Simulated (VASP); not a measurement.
Sn:

```
Sn
1.0
     0.00000    3.23334    3.23334
     3.23334    0.00000    3.23334
     3.23334    3.23334    0.00000
Sn
2
Cartesian
  0.0000 0.0000 0.0000
  1.6167 1.6167 1.6167
```

- Program: VASP 6.6.1
- Task: relaxation of cell and atoms
- Functional: revPBE
- Dispersion: D3(BJ)
- Potentials or basis: VASP PAW PBE potentials, release 64 (Sn_d)
- Cutoff: 600 eV
- k mesh: 7 × 7 × 7
- Occupations: fermi-dirac, width 0.3 eV
- Spin: no spin polarisation

At the start: pressure 2.1 GPa; volume 33.80 Å³/atom.

Problem. How do energy, volume and symmetry change on relaxing?

Solution. Over 3 steps the energy falls by 10.5 meV/atom and the volume is 35.50 Å³/atom (+5.0 %); space group Fd-3m (No. 227, to 0.05 Å).

The path:
```csv
step,energy change (eV),largest force (eV/Å),pressure (GPa),volume (Å³)
1,0.0000,0.0000,2.07,67.61
2,-0.0194,0.0000,-0.48,71.97
3,-0.0209,0.0000,0.00,71.00
```

Final structure:
```xyz
2
Lattice="0.0000 3.2865 3.2865 3.2865 0.0000 3.2865 3.2865 3.2865 0.0000" Properties=species:S:1:pos:R:3 pbc="T T T"
Sn    0.0000    0.0000    0.0000
Sn    1.6433    1.6433    1.6433
```

Caveat: the PAW data sets were made with another functional, which shifts forces and pressure a little; pairwise dispersion overbinds metals, which lowers pressure and volume.
